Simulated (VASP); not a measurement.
A run of VASP 6.6.1:

The input INCAR:

```
SYSTEM = GaP
PREC     = Accurate       ! precision mode
ENCUT    = 520            ! plane-wave cutoff, eV
EDIFF    = 1E-7           ! SCF threshold, eV
ISMEAR   = 0              ! smearing method
SIGMA    = 0.01           ! smearing width, eV
LREAL    = .FALSE.        ! projectors in reciprocal space
LASPH    = .TRUE.         ! aspherical terms in the spheres
NELM     = 100            ! most SCF steps
ALGO     = Normal         ! electronic algorithm
ISIF     = 2              ! what is computed and relaxed
LWAVE    = .FALSE.        ! write WAVECAR
LCHARG   = .FALSE.        ! write CHGCAR
GGA      = PE             ! functional
NBANDS   = 16             ! bands
```

KPOINTS

```
regular mesh
0
G
  4 4 4
  0 0 0
```

File POSCAR:

```
GaP
1.0
    0.0000000000      2.7253992874      2.6163833159
    2.7253992874      0.0000000000      2.6163833159
    2.7253992874      2.7253992874      0.0000000000
Ga P
1 1
Direct
    0.0000000000      0.0000000000      0.0000000000
    0.2500000000      0.2500000000      0.2500000000
```

Potentials or basis: VASP PAW PBE potentials, release 64 (Ga_d, P).

Launch:

```console
$ cat potpaw_PBE.64/Ga_d/POTCAR potpaw_PBE.64/P/POTCAR > POTCAR
$ mpirun -np 1 vasp_std > vasp.out
```

Hardware: 1 thread of Intel(R) Xeon(R) Platinum 8488C (Sapphire Rapids) (shared host).

Task: How long does it take, and how much memory?

Result: Wall time 12 s on 1 thread of Intel(R) Xeon(R) Platinum 8488C (Sapphire Rapids), with other jobs on the host, peak memory 0.15 GiB. Counts: scf iterations 14, k points 13.
